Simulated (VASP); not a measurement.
# GaP (F-43m) in VASP: notebook

The runs below take GaP through single point, relaxation of cell and atoms, with PBE.

Program: VASP 6.6.1. These are calculated values, not measurements. Logs are shortened: lines on timing, memory, paths and dates and some standing lists are left out, and cuts for length are marked.

**Measured values to compare with.**

“Stacking defects in GaP nanowires: Electronic structure and optical properties”, 2018, arxiv:1810.01194 quotes, for a bulk crystal of GaP at 10 K: band gap 2.34 eV (indirect).

The results are compared with them further down.

## 1. The cell of the first run

It takes space group F-43m (No. 216, cubic). The conventional cell has a = 5.505 Å, b = 5.505 Å, c = 5.505 Å, α = 90.00°, β = 90.00°, γ = 90.00°. Within 3.1 Å of Ga (site symmetry -43m) lie 4 P at 2.38 Å. Within 3.1 Å of P (site symmetry -43m) lie 4 Ga at 2.38 Å.

## 2. Single point, PBE

INCAR

```
SYSTEM = GaP
PREC = Accurate ; ENCUT = 520
EDIFF = 1E-7 ; ISMEAR = 0
SIGMA = 0.02 ; LREAL = .False.
LASPH = .True. ; NELM = 100
ALGO = Normal ; ISIF = 2
LWAVE = .False. ; LCHARG = .False.
GGA = PE ; NBANDS = 16
```

KPOINTS

```
regular mesh
0
Gamma
  8 8 8
  0 0 0
```

POSCAR

```
GaP
1.0
    0.0000000000      2.7525368162      2.7525368162
    2.7525368162      0.0000000000      2.7525368162
    2.7525368162      2.7525368162      0.0000000000
Ga P
1 1
Direct
    0.0000000000      0.0000000000      0.0000000000
    0.2500000000      0.2500000000      0.2500000000
```

Potentials or basis: VASP PAW PBE potentials, release 64 (Ga_d, P).

Launch:

```
$ cat potpaw_PBE.64/Ga_d/POTCAR potpaw_PBE.64/P/POTCAR > POTCAR
$ mpirun -np 1 vasp_std > vasp.out
```

OUTCAR:

```text
SYSTEM = GaP
   PREC = Accurate
   ENCUT = 520
   EDIFF = 1E-7
   ISMEAR = 0
   LREAL = .False.
   LASPH = .True.
   NELM = 100
   ISIF = 2
   GGA = PE

 ion  position               nearest neighbor table
   1  0.000  0.000  0.000-   2 2.38   2 2.38   2 2.38   2 2.38
   2  0.250  0.250  0.250-   1 2.38   1 2.38   1 2.38   1 2.38

  LATTYP: Found a face centered cubic cell.
 ALAT       =     5.5050736324

  Lattice vectors:

 A1 = (   0.0000000000,   2.7525368162,   2.7525368162)
 A2 = (   2.7525368162,   0.0000000000,   2.7525368162)
 A3 = (   2.7525368162,   2.7525368162,   0.0000000000)

Analysis of symmetry for initial positions (statically):
=====================================================================
 Subroutine PRICEL returns:
 Original cell was already a primitive cell.

 Routine SETGRP: Setting up the symmetry group for a
 face centered cubic supercell.

 Subroutine GETGRP returns: Found 24 space group operations
 (whereof 24 operations were pure point group operations)
 out of a pool of 48 trial point group operations.

The static configuration has the point symmetry T_d .

Analysis of symmetry for dynamics (positions and initial velocities):
=====================================================================
 Subroutine PRICEL returns:
 Original cell was already a primitive cell.

 Routine SETGRP: Setting up the symmetry group for a
 face centered cubic supercell.

 Subroutine GETGRP returns: Found 24 space group operations
 (whereof 24 operations were pure point group operations)
 out of a pool of 48 trial point group operations.

The dynamic configuration has the point symmetry T_d .

 Subroutine INISYM returns: Found 24 space group operations
 (whereof 24 operations are pure point group operations),
 and found     1 'primitive' translations

----------------------------------------------------------------------------------------

                                     Primitive cell

  volume of cell :      41.7090

  direct lattice vectors                    reciprocal lattice vectors
     0.000000000  2.752536816  2.752536816    -0.181650613  0.181650613  0.181650613
     2.752536816  0.000000000  2.752536816     0.181650613 -0.181650613  0.181650613
     2.752536816  2.752536816  0.000000000     0.181650613  0.181650613 -0.181650613

  length of vectors
     3.892674896  3.892674896  3.892674896     0.314628091  0.314628091  0.314628091

  position of ions in fractional coordinates (direct lattice)
     0.000000000  0.000000000  0.000000000
     0.250000000  0.250000000  0.250000000

  ion indices of the primitive-cell ions
   primitive index   ion index
                 1           1
                 2           2

----------------------------------------------------------------------------------------

 KPOINTS: regular mesh

Automatic generation of k-mesh.
 Grid dimensions read from file:
 generate k-points for:    8    8    8

 Generating k-lattice:

  Cartesian coordinates                     Fractional coordinates (reciprocal lattice)
    -0.022706327  0.022706327  0.022706327     0.125000000  0.000000000  0.000000000
     0.022706327 -0.022706327  0.022706327     0.000000000  0.125000000  0.000000000
     0.022706327  0.022706327 -0.022706327     0.000000000  0.000000000  0.125000000

  Length of vectors
     0.039328511  0.039328511  0.039328511

  Shift w.r.t. Gamma in fractional coordinates (k-lattice)
     0.000000000  0.000000000  0.000000000

 Subroutine IBZKPT returns following result:
 ===========================================

 Found     29 irreducible k-points:

 Following reciprocal coordinates:
            Coordinates               Weight
  0.000000  0.000000  0.000000      1.000000
  0.125000  0.000000  0.000000      8.000000
  0.250000  0.000000  0.000000      8.000000
  0.375000  0.000000  0.000000      8.000000
  0.500000  0.000000  0.000000      4.000000
  0.125000  0.125000  0.000000      6.000000
[... 16 lines left out ...]
  0.500000  0.250000  0.125000     48.000000
 -0.375000  0.250000  0.125000     24.000000
 [... further k-points ...]
   k-points           NKPTS =     29   k-points in BZ     NKDIM =     29   number of bands    NBANDS=     16
   number of dos      NEDOS =    301   number of ions     NIONS =      2
   total plane-waves  NPLWV =  27000
   dimension x,y,z NGX =    30 NGY =   30 NGZ =   30
   dimension x,y,z NGXF=    60 NGYF=   60 NGZF=   60
   ions per type =               1   1
   NGX,Y,Z   is equivalent  to a cutoff of  12.81, 12.81, 12.81 a.u.
   NGXF,Y,Z  is equivalent  to a cutoff of  25.62, 25.62, 25.62 a.u.
 SYSTEM =  GaP
   PREC   = accura    normal or accurate (medium, high low for compatibility)
   ISTART =      0    job   : 0-new  1-cont  2-samecut
   ICHARG =      2    charge: 1-file 2-atom 10-const
   ISPIN  =      1    spin polarized calculation?
   LNONCOLLINEAR =      F non collinear calculations
   LSORBIT =      F    spin-orbit coupling
   LASPH  =      T    aspherical Exc in radial PAW
   ENCUT  =  520.0 eV  38.22 Ry    6.18 a.u.   7.24  7.24  7.24*2*pi/ulx,y,z
   NELM   =    100;   NELMIN=  2; NELMDL= -5     # of ELM steps
   EDIFF  = 0.1E-06   stopping-criterion for ELM
   LREAL  =      F    real-space projection
   EDIFFG = 0.1E-05   stopping-criterion for IOM
   NSW    =      0    number of steps for IOM
   IBRION =     -1    ionic relax: 0-MD 1-quasi-New 2-CG
   NFREE  =      0    steps in history (QN), initial steepest desc. (CG)
   ISIF   =      2    stress and relaxation
   ISYM   =      2    0-nonsym 1-usesym 2-fastsym
   POTIM  = 0.5000    time-step for ionic-motion
   TEBEG  =    0.0;   TEEND  =   0.0 temperature during run
   PSTRESS=    0.0 pullay stress
   NELECT =      18.0000    total number of electrons
   NUPDOWN=      -1.0000    fix difference up-down
   EMIN   =  10.00;   EMAX   =-10.00  energy-range for DOS
   EFERMI =   0.00;   METHOD = LEGACY
   ISMEAR =     0;   SIGMA  =   0.02  broadening in eV -4-tet -1-fermi 0-gaus
   EFERMI_NEDOS =   21; number of points for ismear=-14 and -15
   IALGO  =     38    algorithm
   IMIX   =      4    mixing-type and parameters
     AMIX     =   0.40;   BMIX     =  1.00
     AMIX_MAG =   1.60;   BMIX_MAG =  1.00
  volume/ion in A,a.u.               =      20.85       140.73
  Fermi-wavevector in a.u.,A,eV,Ry     =   1.237150  2.337875 20.824279  1.530541
  Thomas-Fermi vector in A             =   2.371730
   LORBIT       =      0    0 simple, 1 ext, 2 COOP (PROOUT), +10 PAW based schemes
   GGA     = PE    functional components
   LHFCALC =     F    Hartree Fock is set to
   AEXX    =    0.0000 exact exchange contribution
   IVDW    =     0    specifies the selected vdW correction
   LEPSILON=     F    determine dielectric tensor
   LRPA    =     F    only Hartree local field effects (RPA)
 non-spin polarized calculation
 Gauss-broadening in eV      SIGMA  =   0.02
  energy-cutoff  :      520.00
  volume of cell :       41.71
 maximum number of plane-waves:      1158
 NGX is ok and might be reduce to    30
   NGX = 15   NGY = 15   NGZ = 15

 number of electron      18.0000003 magnetization

 Free energy of the ion-electron system (eV)
  ---------------------------------------------------
  ext. energy  EPLUGINS =         0.00000000
  ---------------------------------------------------
  free energy    TOTEN  =        -9.12558120 eV

  energy without entropy =       -9.12558120  energy(sigma->0) =       -9.12558120

 E-fermi :   4.5084     XC(G=0):  -9.6972

 val. band max:        4.3522892578   @ k =   0.0000   0.0000   0.0000
 cond. band min:       5.9323051124   @ k =   0.0000   0.0000   0.0000
 fundamental gap:      1.5800158545
 Fermi energy:         4.5084488003

 k-point     1 :       0.0000    0.0000    0.0000
  band No.  band energies     occupation
      1     -10.1519      2.00000
      2     -10.1519      2.00000
      3     -10.1519      2.00000
      4     -10.0611      2.00000
      5     -10.0611      2.00000
      6      -7.9187      2.00000
[... 8 lines left out ...]
     15      14.0977      0.00000
     16      14.0977      0.00000

 k-point     2 :       0.1250    0.0000    0.0000
  band No.  band energies     occupation
      1     -10.1638      2.00000
      2     -10.1477      2.00000
      3     -10.1477      2.00000
      4     -10.0611      2.00000
      5     -10.0611      2.00000
      6      -7.7243      2.00000
[... 8 lines left out ...]
     15      13.4918      0.00000
     16      13.9129      0.00000

 k-point     3 :       0.2500    0.0000    0.0000
  band No.  band energies     occupation
      1     -10.1902      2.00000
      2     -10.1386      2.00000
      3     -10.1386      2.00000
      4     -10.0599      2.00000
      5     -10.0599      2.00000
      6      -7.1736      2.00000
[... 8 lines left out ...]
     15      13.3078      0.00000
     16      14.1992      0.00000

 k-point     4 :       0.3750    0.0000    0.0000
  band No.  band energies     occupation
      1     -10.2144      2.00000
      2     -10.1316      2.00000
      3     -10.1316      2.00000
      4     -10.0565      2.00000
      5     -10.0565      2.00000
      6      -6.4103      2.00000
[... 8 lines left out ...]
     15      14.4638      0.00000
     16      14.4638      0.00000

 k-point     5 :       0.5000    0.0000    0.0000
  band No.  band energies     occupation
      1     -10.2240      2.00000
      2     -10.1294      2.00000
      3     -10.1294      2.00000
      4     -10.0544      2.00000
      5     -10.0544      2.00000
      6      -5.9493      2.00000
[... 8 lines left out ...]
     15      15.9424      0.00000
     16      15.9424      0.00000

 k-point     6 :       0.1250    0.1250    0.0000
  band No.  band energies     occupation
      1     -10.1716      2.00000
      2     -10.1437      2.00000
      3     -10.1437      2.00000
      4     -10.0647      2.00000
      5     -10.0582      2.00000
      6      -7.6596      2.00000
[... 8 lines left out ...]
     15      14.2669      0.00000
     16      14.3389      0.00000

 k-point     7 :       0.2500    0.1250    0.0000
  band No.  band energies     occupation
      1     -10.1927      2.00000
      2     -10.1360      2.00000
      3     -10.1341      2.00000
      4     -10.0674      2.00000
      5     -10.0555      2.00000
      6      -7.2261      2.00000
[... 8 lines left out ...]
     15      14.3345      0.00000
     16      15.3492      0.00000

 k-point     8 :       0.3750    0.1250    0.0000
  band No.  band energies     occupation
      1     -10.2138      2.00000
      2     -10.1299      2.00000
      3     -10.1262      2.00000
      4     -10.0658      2.00000
      5     -10.0530      2.00000
      6      -6.5155      2.00000
[... 8 lines left out ...]
     15      15.0905      0.00000
     16      15.1627      0.00000

 k-point     9 :       0.5000    0.1250    0.0000
  band No.  band energies     occupation
      1     -10.2254      2.00000
      2     -10.1273      2.00000
      3     -10.1235      2.00000
      4     -10.0605      2.00000
      5     -10.0533      2.00000
      6      -5.8716      2.00000
[... 8 lines left out ...]
     15      15.9438      0.00000
     16      16.1237      0.00000
[... 172 lines left out ...]
 k-point    19 :       0.5000    0.3750    0.0000
  band No.  band energies     occupation
      1     -10.2507      2.00000
      2     -10.1014      2.00000
      3     -10.0975      2.00000
      4     -10.0864      2.00000
      5     -10.0443      2.00000
      6      -5.2916      2.00000
[... 8 lines left out ...]
     15      16.2754      0.00000
     16      17.3669      0.00000

 k-point    20 :      -0.3750    0.3750    0.0000
  band No.  band energies     occupation
      1     -10.2433      2.00000
      2     -10.1103      2.00000
      3     -10.1012      2.00000
      4     -10.0780      2.00000
      5     -10.0499      2.00000
      6      -5.1273      2.00000
[... 8 lines left out ...]
     15      14.7022      0.00000
     16      18.7723      0.00000

 k-point    21 :       0.5000    0.5000    0.0000
  band No.  band energies     occupation
      1     -10.2581      2.00000
      2     -10.0930      2.00000
      3     -10.0930      2.00000
      4     -10.0925      2.00000
      5     -10.0415      2.00000
      6      -5.0900      2.00000
[... 8 lines left out ...]
     15      16.6834      0.00000
     16      17.2189      0.00000

 k-point    22 :       0.3750    0.2500    0.1250
  band No.  band energies     occupation
      1     -10.2114      2.00000
      2     -10.1278      2.00000
      3     -10.1242      2.00000
      4     -10.0705      2.00000
      5     -10.0529      2.00000
      6      -6.7047      2.00000
[... 8 lines left out ...]
     15      15.3557      0.00000
     16      16.5834      0.00000

 k-point    23 :       0.5000    0.2500    0.1250
  band No.  band energies     occupation
      1     -10.2254      2.00000
      2     -10.1244      2.00000
      3     -10.1159      2.00000
      4     -10.0686      2.00000
      5     -10.0529      2.00000
      6      -5.9870      2.00000
[... 8 lines left out ...]
     15      15.7337      0.00000
     16      17.0512      0.00000

 k-point    24 :      -0.3750    0.2500    0.1250
  band No.  band energies     occupation
      1     -10.2305      2.00000
      2     -10.1239      2.00000
      3     -10.1130      2.00000
      4     -10.0655      2.00000
      5     -10.0544      2.00000
      6      -5.5605      2.00000
[... 8 lines left out ...]
     15      16.2473      0.00000
     16      16.6892      0.00000

 [... further k-points ...]

------------------------ aborting loop because EDIFF is reached ----------------------------------------

  FORCE on cell =-STRESS in cart. coord.  units (eV):
  Direction    XX          YY          ZZ          XY          YZ          ZX
  --------------------------------------------------------------------------------------
  -------------------------------------------------------------------------------------
  Total        0.0091036      0.0091036      0.0091036      0.0000000      0.0000000      0.0000000
  in kB        0.3496998      0.3496998      0.3496998      0.0000000      0.0000000      0.0000000
  external PRESSURE =       0.3496998 kB  Pullay stress =       0.0000000 kB

 VOLUME and BASIS-vectors are now :
 -----------------------------------------------------------------------------
  energy-cutoff  :      520.00
  volume of cell :       41.71
      direct lattice vectors                 reciprocal lattice vectors
     0.000000000  2.752536816  2.752536816    -0.181650613  0.181650613  0.181650613
     2.752536816  0.000000000  2.752536816     0.181650613 -0.181650613  0.181650613
     2.752536816  2.752536816  0.000000000     0.181650613  0.181650613 -0.181650613

 POSITION                                       TOTAL-FORCE (eV/Angst)
 -----------------------------------------------------------------------------------
      0.00000      0.00000      0.00000        -0.000000      0.000000     -0.000000
      1.37627      1.37627      1.37627         0.000000     -0.000000      0.000000
 -----------------------------------------------------------------------------------
    total drift:                                0.000002      0.000002      0.000002

  FREE ENERGIE OF THE ION-ELECTRON SYSTEM (eV)
  ---------------------------------------------------
  free  energy   TOTEN  =        -9.1255811980 eV

  energy  without entropy=       -9.1255811980  energy(sigma->0) =       -9.12558120
```

Run time: 24 s. Hardware: 1 thread of Intel Xeon 6975P-C, shared host; peak memory 0.17 GiB.

What came out:

```yaml
Free_energy: -9.1256 eV
Pressure: 0.0 GPa
Band_gap_on_the_k_mesh: 1.58 eV, direct
```

Levels at points of the mesh, in eV from the valence-band top:
```tsv
k point	band 5	band 6	band 7	band 8	band 9	band 10	band 11	band 12	band 13	band 14
(0.00, 0.00, 0.00)	-14.41	-12.27	0.00	0.00	0.00	1.58	3.90	3.90	3.90	8.68
(0.50, 0.00, 0.00)	-14.41	-10.30	-6.46	-1.07	-1.07	1.58	4.73	4.73	8.23	10.68
(0.50, 0.50, 0.00)	-14.39	-9.44	-6.61	-2.58	-2.58	1.72	1.85	10.37	10.37	10.93
```

(Continued in part 2 of 2.)
